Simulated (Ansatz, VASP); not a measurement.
**LaTaO in VASP and in Ansatz**

INCAR

```
SYSTEM = LaTaO
ALGO = Normal ; EDIFF = 1E-6
ENCUT = 520 ; GGA = PE
ISIF = 2 ; ISMEAR = 0
ISPIN = 2 ; LASPH = .TRUE.
LCHARG = .TRUE. ; LELF = .TRUE.
LMAXMIX = 6 ; LORBIT = 11
LREAL = .FALSE. ; LVHAR = .TRUE.
LWAVE = .FALSE. ; MAGMOM = 0 0 1 1 0 0
NBANDS = 41 ; NELM = 150
PREC = Accurate ; SIGMA = 0.1
```

KPOINTS

```
k-points
0
G
  4 4 4
  0 0 0
```

Contents of POSCAR:

```
LaTaO
1.0
    4.2656899200      0.0000000000      0.0000000000
    0.0000000000      4.2656899200      0.0000000000
    0.0000000000      0.0000000000      7.0086124000
La Ta O
2 2 2
Direct
    0.0000000000      0.5000000000      0.0000000000
    0.5000000000      0.0000000000      0.0000000000
    0.0000000000      0.0000000000      0.6387484100
    0.0000000000      0.0000000000      0.3612515900
    0.0000000000      0.0000000000      0.1386465000
    0.0000000000      0.0000000000      0.8613535000
```

Input for Ansatz:

```yaml
crystal:
  lattice:
    - [4.26568992, 0.0, 0.0]
    - [0.0, 4.26568992, 0.0]
    - [0.0, 0.0, 7.0086124]
  atoms:
    - { symbol: La, position: [0.0, 0.5, 0.0] }
    - { symbol: La, position: [0.5, 0.0, 0.0] }
    - { symbol: Ta, position: [0.0, 0.0, 0.63874841], spin: 1.0 }
    - { symbol: Ta, position: [0.0, 0.0, 0.36125159], spin: 1.0 }
    - { symbol: O, position: [0.0, 0.0, 0.1386465] }
    - { symbol: O, position: [0.0, 0.0, 0.8613535] }
basis:
  ecutwfc: 420
kpoints:
  mp_grid: { grid: [4, 4, 4] }
hamiltonian:
  xc: pbe
scf:
  occupations: { method: gaussian, width: 0.1 }
  lower_state_search: "off"
output:
  forces: true
  stress: true
  eigenvalues: true
  populations: true
magnetization:
  spin_polarized: true
```

Alike in both runs: task single point; functional PBE; k mesh 4 × 4 × 4; occupations gaussian, width 0.1 eV; collinear spin.

|  | VASP | Ansatz |
| --- | --- | --- |
| version | VASP 6.6.1 | Ansatz 0.2.0 |
| potentials or method | VASP PAW PBE potentials, release 64 (La, Ta_pv, O), cutoff 520 eV | scalar-relativistic, plane waves, PAW |
| valence electrons in the cell | 56 | 60 |

|  | VASP | Ansatz | Ansatz less VASP |
| --- | --- | --- | --- |
| gap on the k mesh at the Fermi level (eV) | none | none | - |
| rms of the force components (eV/Å) | 6.835 | 6.150 | -0.6845 |
| net moment per atom (μB) | 0.00 | 0.00 | -0.002 |

Atom by atom the forces differ by 0.874 eV/Å (rms over components). A gap of «none» marks a metal or a gap that the smearing closes. The functional is the same, so the differences come from potentials, cutoffs and numerics. VASP's potentials hold 56 valence electrons a cell and Ansatz's 60, so a difference there can come from the potentials and not from the codes. Ansatz's warnings: seeded moment not kept.

The k mesh is coarse, so the values compare programs but aren't converged. Neither program's run includes spin-orbit coupling.
